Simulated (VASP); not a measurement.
Wanted: the native input for a VASP 6.6.1 run.

```yaml
Task: single point
Functional: PBE
Potentials_or_basis: VASP PAW PBE potentials, release 64 (Co, O)
Cutoff: 520 eV
k_mesh: 12 × 12 × 12
Occupations: fermi-dirac, width 0.05 eV
Spin: no spin polarisation
Dipole_correction: no
Further_INCAR_settings: ALGO = Normal; EDIFF = 1e-07; NBANDS = 14
```

The structure of CoO lies in POSCAR:

```
CoO
1.0
   -1.5080004400      1.5080004400      2.1072503600
    1.5080004400     -1.5080004400      2.1072503600
    1.5080004400      1.5080004400     -2.1072503600
Co O
1 1
Direct
    0.0000000000      0.0000000000      0.0000000000
    0.5000000000      0.5000000000      0.0000000000
```

One way to write it, as run:

INCAR

```
PREC     = Accurate       # precision mode
ENCUT    = 520            # plane-wave cutoff, eV
EDIFF    = 1E-7           # SCF threshold, eV
ISMEAR   = -1             # smearing method
SIGMA    = 0.05           # smearing width, eV
LREAL    = F              # projectors in reciprocal space
LASPH    = T              # aspherical terms in the spheres
NELM     = 80             # most SCF steps
ALGO     = Normal         # electronic algorithm
ISIF     = 2              # what is computed and relaxed
LWAVE    = F              # write WAVECAR
LCHARG   = F              # write CHGCAR
GGA      = PE             # functional
NBANDS   = 14             # bands
```

KPOINTS

```
Automatic mesh
0
Gamma
  12 12 12
```

Potentials or basis: VASP PAW PBE potentials, release 64 (Co, O).

Run with:

```console
$ cat potpaw_PBE.64/Co/POTCAR potpaw_PBE.64/O/POTCAR > POTCAR
$ mpirun -np 1 vasp_std > vasp.out
```

Results of the run:

```
Pressure               : -18.3 GPa
Band gap on the k mesh : zero (an odd number of electrons rules out a gap without spin polarisation)
```

Caveat: the cell stands under tension; an odd number of electrons without spin polarisation forces a metal; a magnetic or distorted state may lie lower; the run has no spin polarisation, though such a crystal can be magnetic; semilocal functionals often make such compounds metallic where correlation or magnetic order opens a gap, which also shifts bond lengths.

Wall time 28 s on 1 thread of Intel(R) Xeon(R) Platinum 8259CL CPU @ 2.50GHz (Skylake/Cascade Lake) (shared host), peak memory 0.17 GiB.
